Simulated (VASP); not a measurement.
# Hf (Cmcm) in VASP: notebook, part 2 of 2

VASP 6.6.1. The steps go on from the part before.

**4. Single point, PBEsol**

This run uses another cell than the first one, of the same volume but with other edges.

INCAR

```
SYSTEM = Hf
ALGO     = Fast           ! electronic algorithm
EDIFF    = 1E-6           ! SCF threshold, eV
ENCUT    = 520            ! plane-wave cutoff, eV
GGA      = PS             ! functional
ISIF     = 2              ! what is computed and relaxed
ISMEAR   = 0              ! smearing method
LASPH    = .TRUE.         ! aspherical terms in the spheres
LCHARG   = .FALSE.        ! write CHGCAR
LREAL    = .FALSE.        ! projectors in reciprocal space
LWAVE    = .FALSE.        ! write WAVECAR
NBANDS   = 17             ! bands
NELM     = 80             ! most SCF steps
PREC     = Accurate       ! precision mode
SIGMA    = 0.15           ! smearing width, eV
```

KPOINTS

```
k-points
0
G
  18 18 10
  0 0 0
```

POSCAR

```
Hf
1.0
    3.2787790192      0.0000000000      0.0000000000
   -1.6393895096      2.4289749471      0.0000000000
    0.0000000000      0.0000000000      5.3709413284
Hf
2
Direct
    0.3333333333      0.6666666667      0.2500000000
    0.6666666667      0.3333333333      0.7500000000
```

The run is started by

```
> cat potpaw_PBE.64/Hf_pv/POTCAR > POTCAR
> mpirun -np 1 vasp_std > vasp.out
```

It took 1.9 min on 1 thread of Intel Xeon 6975P-C (Granite Rapids), shared host; peak memory 0.42 GiB.

Results (log left out):

```
Free energy            : -20.6596 eV
Pressure               : 1.2 GPa
Largest force          : 0.313 eV/Å
Band gap on the k mesh : zero (bands 10 and 11 overlap by 1.10 eV)
```

Forces on the atoms (eV/Å):
```
Hf   0.000 -0.313  0.000
Hf   0.000  0.313  0.000
```

Stress tensor (GPa, compression positive):
```
-3.23  0.00  0.00
 0.00 14.67  0.00
 0.00  0.00 -7.73
```

Levels at points of the mesh, in eV from the Fermi level:
```tsv
k point	band 7	band 8	band 9	band 10	band 11	band 12	band 13	band 14
(0.00, 0.00, 0.00)	-7.36	-4.01	0.03	0.11	0.47	0.67	3.36	3.48
(0.50, 0.00, 0.00)	-3.25	-2.71	-2.44	-0.36	0.20	0.93	2.63	5.95
(0.00, 0.50, 0.00)	-3.06	-2.95	-2.24	0.47	0.64	0.67	2.20	5.81
(0.00, 0.00, 0.50)	-5.63	-5.63	-0.33	-0.33	0.17	0.17	3.24	3.24
(0.50, 0.00, 0.50)	-3.47	-3.47	-1.29	-1.29	1.33	1.33	4.08	4.08
(0.00, 0.50, 0.50)	-3.26	-3.26	-1.19	-1.19	2.25	2.25	2.46	2.46
```

Caveat: the cell differs from its parent crystal (strain +e along x and -e along y +0.0750, strain +e along z and -e/2 along x and y +0.0750); the stress differs along the axes, from -8 to 15 GPa; the PAW data sets were made with another functional, which shifts forces and pressure a little; spin-orbit coupling is left out, which moves the levels of the heavy elements.

**5. Single point, PBEsol**

INCAR

```
SYSTEM = Hf
PREC = Accurate
ENCUT = 520
EDIFF = 1E-7
ISMEAR = 0
SIGMA = 0.15
LREAL = .FALSE.
LASPH = .TRUE.
NELM = 80
ALGO = Fast
ISIF = 2
LWAVE = .FALSE.
LCHARG = .TRUE.
GGA = PS
LELF = .TRUE.
LVHAR = .TRUE.
NBANDS = 17
```

KPOINTS

```
regular mesh
0
G
  18 18 10
  0 0 0
```

POSCAR

```
Hf
1.0
    3.3972891043      0.0000000000      0.0000000000
   -1.6986445521      2.5316076913      0.0000000000
    0.0000000000      0.0000000000      4.9962244915
Hf
2
Direct
    0.3333333333      0.6666666667      0.2500000000
    0.6666666667      0.3333333333      0.7500000000
```

Potentials or basis: VASP PAW PBE potentials, release 64 (Hf_pv).

The run is started by

```
> cat potpaw_PBE.64/Hf_pv/POTCAR > POTCAR
> mpirun -np 1 vasp_std > vasp.out
```

OUTCAR:

```text
SYSTEM = Hf
   PREC = Accurate
   ENCUT = 520
   EDIFF = 1E-7
   ISMEAR = 0
   LREAL = .FALSE.
   LASPH = .TRUE.
   NELM = 80
   ISIF = 2
   GGA = PS

 ion  position               nearest neighbor table
   1  0.333  0.667  0.250-   2 3.01   2 3.01   2 3.14   2 3.14   2 3.14   2 3.14
   2  0.667  0.333  0.750-   1 3.01   1 3.01   1 3.14   1 3.14   1 3.14   1 3.14

  Warning from LATTYP: Monoclinic adjustment (A1->A3, A2->A1, A3->A2)!
  LATTYP: Found a base centered orthorhombic cell.
 ALAT       =     3.3972891043
 B/A-ratio  =     1.4903692995
 C/A-ratio  =     1.4706503739

  Lattice vectors:

[... 656 lines left out ...]
      6     -24.9566      2.00000
[... 9 lines left out ...]
     16       9.4204      0.00000
     17      11.4550      0.00000

 [... further k-points ...]
[... 5 lines left out ...]
  --------------------------------------------------------------------------------------
  -------------------------------------------------------------------------------------
  Total       -1.2411941      2.1916745     -0.5684358      0.0000000      0.0000000      0.0000000
  in kB      -46.2785178     81.7176336    -21.1944007      0.0000000      0.0000000      0.0000000
  external PRESSURE =       4.7482384 kB  Pullay stress =       0.0000000 kB

 VOLUME and BASIS-vectors are now :
 -----------------------------------------------------------------------------
  energy-cutoff  :      520.00
  volume of cell :       42.97
      direct lattice vectors                 reciprocal lattice vectors
     3.397289104  0.000000000  0.000000000     0.294352341  0.197502955  0.000000000
    -1.698644552  2.531607691  0.000000000     0.000000000  0.395005910  0.000000000
     0.000000000  0.000000000  4.996224491     0.000000000  0.000000000  0.200151134

 POSITION                                       TOTAL-FORCE (eV/Angst)
 -----------------------------------------------------------------------------------
     -0.00000      1.68774      1.24906        -0.000000     -0.441029      0.000000
      1.69864      0.84387      3.74717         0.000000      0.441029      0.000000
 -----------------------------------------------------------------------------------
    total drift:                                0.000000     -0.000000     -0.000000

  FREE ENERGIE OF THE ION-ELECTRON SYSTEM (eV)
  ---------------------------------------------------
  free  energy   TOTEN  =       -20.8489134236 eV

  energy  without entropy=      -20.8266468463  energy(sigma->0) =      -20.83778013
```

OSZICAR:

```text
N       E                     dE             d eps       ncg     rms          rms(c)
DAV:   1     0.499117082212E+02    0.49912E+02   -0.11407E+04 18636   0.112E+03
DAV:   2    -0.197092832841E+02   -0.69621E+02   -0.67919E+02 24313   0.251E+02
DAV:   3    -0.215474852374E+02   -0.18382E+01   -0.18211E+01 23702   0.272E+01
DAV:   4    -0.215618546950E+02   -0.14369E-01   -0.14355E-01 23501   0.288E+00
DAV:   5    -0.215619907098E+02   -0.13601E-03   -0.13600E-03 23944   0.248E-01    0.653E+01
RMM:   6    -0.210350773943E+02    0.52691E+00   -0.41767E-01 18650   0.381E+00    0.388E+01
RMM:   7    -0.208560281539E+02    0.17905E+00   -0.91744E-01 20926   0.566E+00    0.187E+00
RMM:   8    -0.208478209239E+02    0.82072E-02   -0.81530E-02 20086   0.196E+00    0.256E-01
RMM:   9    -0.208488165763E+02   -0.99565E-03   -0.11544E-02 26621   0.682E-01    0.361E-01
RMM:  10    -0.208490281602E+02   -0.21158E-03   -0.17713E-03 26525   0.261E-01    0.640E-01
RMM:  11    -0.208489816654E+02    0.46495E-04   -0.18976E-04 25790   0.969E-02    0.413E-01
RMM:  12    -0.208489226204E+02    0.59045E-04   -0.75002E-05 21597   0.541E-02    0.221E-01
RMM:  13    -0.208489183450E+02    0.42753E-05   -0.12300E-05 23264   0.233E-02    0.157E-01
RMM:  14    -0.208489135110E+02    0.48340E-05   -0.11828E-05 21343   0.225E-02    0.512E-02
RMM:  15    -0.208489134489E+02    0.62102E-07   -0.29450E-06 23507   0.124E-02    0.411E-02
RMM:  16    -0.208489134236E+02    0.25333E-07   -0.43956E-07 22634   0.474E-03
   1 F= -.20848913E+02 E0= -.20837780E+02  d E =-.222666E-01
```

stdout:

```text
POSCAR found type information on POSCAR Hf
 POSCAR found :  1 types and       2 ions
 scaLAPACK will be used
 -----------------------------------------------------------------------------
|                                                                             |
|                                                                             |
|     You enforced a specific xc type in the INCAR file but a different       |
|     I HOPE YOU KNOW WHAT YOU ARE DOING!                                     |
|                                                                             |
 -----------------------------------------------------------------------------

 LDA part: xc-table for (Slater+PW92), standard interpolation
 POSCAR, INCAR and KPOINTS ok, starting setup
 FFT: planning ... GRIDC
 FFT: planning ... GRID_SOFT
 FFT: planning ... GRID
 WAVECAR not read
 entering main loop
```

Run time: 3 min. Hardware: 1 thread of Intel Xeon 6975P-C (Granite Rapids), shared host; peak memory 0.43 GiB.

What came out:

```
Free energy            : -20.8489 eV
Pressure               : 0.5 GPa
Largest force          : 0.441 eV/Å
Band gap on the k mesh : zero (bands 10 and 11 overlap by 1.22 eV)
```

Forces in eV/Å, atoms in the order of the input:
```
Hf   0.000 -0.441  0.000
Hf   0.000  0.441  0.000
```

Stress tensor (GPa, compression positive):
```
-4.63  0.00  0.00
 0.00  8.17  0.00
 0.00  0.00 -2.12
```

Levels at points of the mesh, in eV from the Fermi level:
| k point | band 8 | band 9 | band 10 | band 11 | band 12 | band 13 |
| --- | --- | --- | --- | --- | --- | --- |
| (0.00, 0.00, 0.00) | -3.69 | 0.00 | 0.96 | 0.96 | 1.56 | 2.60 |
| (0.50, 0.00, 0.00) | -2.67 | -2.23 | -0.80 | 0.66 | 1.52 | 1.85 |
| (0.00, 0.50, 0.00) | -2.85 | -2.17 | -0.16 | 0.10 | 1.31 | 2.71 |
| (0.00, 0.00, 0.50) | -5.32 | 0.05 | 0.05 | 0.21 | 0.21 | 2.53 |
| (0.50, 0.00, 0.50) | -3.48 | -0.94 | -0.94 | 1.22 | 1.22 | 3.43 |
| (0.00, 0.50, 0.50) | -3.21 | -0.88 | -0.88 | 1.90 | 1.90 | 2.18 |

Caveat: the cell differs from its parent crystal (strain +e along x and -e along y +0.0750, strain +e along z and -e/2 along x and y +0.0000); the stress differs along the axes, from -5 to 8 GPa; the PAW data sets were made with another functional, which shifts forces and pressure a little; spin-orbit coupling is left out, which moves the levels of the heavy elements.

**6. Single point, PBEsol**

INCAR

```
SYSTEM = Hf
PREC     = Accurate       ! precision mode
ENCUT    = 520            ! plane-wave cutoff, eV
EDIFF    = 1E-7           ! SCF threshold, eV
ISMEAR   = 0              ! smearing method
SIGMA    = 0.15           ! smearing width, eV
LREAL    = .FALSE.        ! projectors in reciprocal space
LASPH    = .TRUE.         ! aspherical terms in the spheres
NELM     = 100            ! most SCF steps
ALGO     = Fast           ! electronic algorithm
ISIF     = 2              ! what is computed and relaxed
LWAVE    = .FALSE.        ! write WAVECAR
LCHARG   = .TRUE.         ! write CHGCAR
GGA      = PS             ! functional
LELF     = .TRUE.         ! ELF
LVHAR    = .TRUE.       
NBANDS   = 17             ! bands
```

KPOINTS is that of step 5.

POSCAR

```
Hf
1.0
    3.1602689342      0.0000000000      0.0000000000
   -1.5801344671      2.3263422028      0.0000000000
    0.0000000000      0.0000000000      5.7456581652
Hf
2
Direct
    0.3333333333      0.6666666667      0.2500000000
    0.6666666667      0.3333333333      0.7500000000
```

Potentials or basis: VASP PAW PBE potentials, release 64 (Hf_pv).

The run is started by

```
> cat potpaw_PBE.64/Hf_pv/POTCAR > POTCAR
> mpirun -np 1 vasp_std > vasp.out
```

Run time: 7.1 min. Hardware: 1 thread of Intel Xeon Platinum 8375C at 2.90GHz (Ice Lake), shared host; peak memory 0.43 GiB.

It converged, with:

- Free energy: -20.3251 eV
- Pressure: 3.3 GPa
- Largest force: 0.249 eV/Å
- Band gap on the k mesh: zero (bands 10 and 11 overlap by 0.85 eV)

Forces in eV/Å, atoms in the order of the input:
```
Hf   0.000 -0.249  0.000
Hf   0.000  0.249  0.000
```

Stress tensor (GPa, compression positive):
```
-0.90  0.00  0.00
 0.00 20.25  0.00
 0.00  0.00 -9.45
```

Levels at points of the mesh, in eV from the Fermi level:
```tsv
k point	band 8	band 9	band 10	band 11	band 12	band 13
(0.00, 0.00, 0.00)	-4.30	-0.43	-0.39	0.07	0.46	3.93
(0.50, 0.00, 0.00)	-2.75	-2.52	-0.22	0.21	0.65	3.66
(0.00, 0.50, 0.00)	-3.14	-2.19	0.23	1.20	1.37	2.04
(0.00, 0.00, 0.50)	-5.78	-0.79	-0.79	0.20	0.20	3.94
(0.50, 0.00, 0.50)	-3.36	-1.55	-1.55	1.68	1.68	4.82
(0.00, 0.50, 0.50)	-3.32	-1.37	-1.37	2.68	2.68	2.95
```

Caveat: the cell differs from its parent crystal (strain +e along x and -e along y +0.0750, strain +e along z and -e/2 along x and y +0.1500); the stress differs along the axes, from -9 to 20 GPa; the PAW data sets were made with another functional, which shifts forces and pressure a little; spin-orbit coupling is left out, which moves the levels of the heavy elements.

**7. Overview**

```csv
cell,further INCAR settings,gap on the mesh (eV),pressure (GPa),largest force (eV/Å)
"a = 3.042, b = 3.403, c = 4.622 Å, angles 90.0, 90.0, 116.5°, 2 atoms",ALGO = Fast; EDIFF = 1e-06; NBANDS = 17,none,1.7,0.40
"a = 2.805, b = 3.167, c = 5.371 Å, angles 90.0, 90.0, 116.3°, 2 atoms",ALGO = Fast; EDIFF = 1e-06; NBANDS = 17,none,1.1,0.26
"a = 3.279, b = 2.930, c = 5.371 Å, angles 90.0, 90.0, 124.0°, 2 atoms",ALGO = Fast; EDIFF = 1e-06; NBANDS = 17,none,1.2,0.31
"a = 3.397, b = 3.049, c = 4.996 Å, angles 90.0, 90.0, 123.9°, 2 atoms",ALGO = Fast; EDIFF = 1e-07; NBANDS = 17,none,0.5,0.44
"a = 3.160, b = 2.812, c = 5.746 Å, angles 90.0, 90.0, 124.2°, 2 atoms",ALGO = Fast; EDIFF = 1e-07; NBANDS = 17,none,3.3,0.25
```

Alike in all rows: task single point; level PBEsol; potentials or basis VASP PAW PBE potentials, release 64 (Hf_pv); no spin polarisation; k mesh 18 × 18 × 10; cutoff (eV) 520; smearing gaussian 0.15 eV.

Caveats: the PAW data sets were made with another functional, which shifts forces and pressure a little; spin-orbit coupling is left out, which moves the levels of the heavy elements; the stress differs along the axes, from -7 to 7 GPa (at least some runs); the stress differs along the axes, from -6 to 14 GPa (at least some runs); the stress differs along the axes, from -8 to 15 GPa (at least some runs); the stress differs along the axes, from -5 to 8 GPa (at least some runs); the stress differs along the axes, from -9 to 20 GPa (at least some runs).

Absolute energies hang on the potentials; compare differences alone.
